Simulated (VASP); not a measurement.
Runs of VASP 6.6.1 on Cd. The structure is that of space group P6/mmm (No. 191), or close to it. The cells are those of the table. 

```tsv
cell	gap on the mesh (eV)	pressure (GPa)
a = 4.862, b = 4.862, c = 2.911 Å, angles 90.0, 90.0, 120.0°, 3 atoms	none	6.1
a = 5.064, b = 5.064, c = 3.033 Å, angles 90.0, 90.0, 120.0°, 3 atoms	none	(b)
a = 5.129, b = 5.129, c = 3.071 Å, angles 90.0, 90.0, 120.0°, 3 atoms	none	-3.0
a = 5.191, b = 5.191, c = 3.108 Å, angles 90.0, 90.0, 120.0°, 3 atoms	none	(a)
a = 4.999, b = 4.999, c = 2.993 Å, angles 90.0, 90.0, 120.0°, 3 atoms	none	0.3
```

Alike in all rows: task single point; level PBEsol; potentials or basis VASP PAW PBE potentials, release 64 (Cd); no spin polarisation; k mesh 8 × 8 × 12; cutoff (eV) 520; smearing fermi-dirac 0.1 eV.

**Question.** Fill in the values left out.

**Answer.** (a) -4.0; (b) -1.6.

Caveats: the PAW data sets were made with another functional, which shifts forces and pressure a little.

A k mesh can miss the band edges, and the runs leave out spin-orbit coupling on Cd.

A gap of «none» marks levels without a gap at the run's occupations.
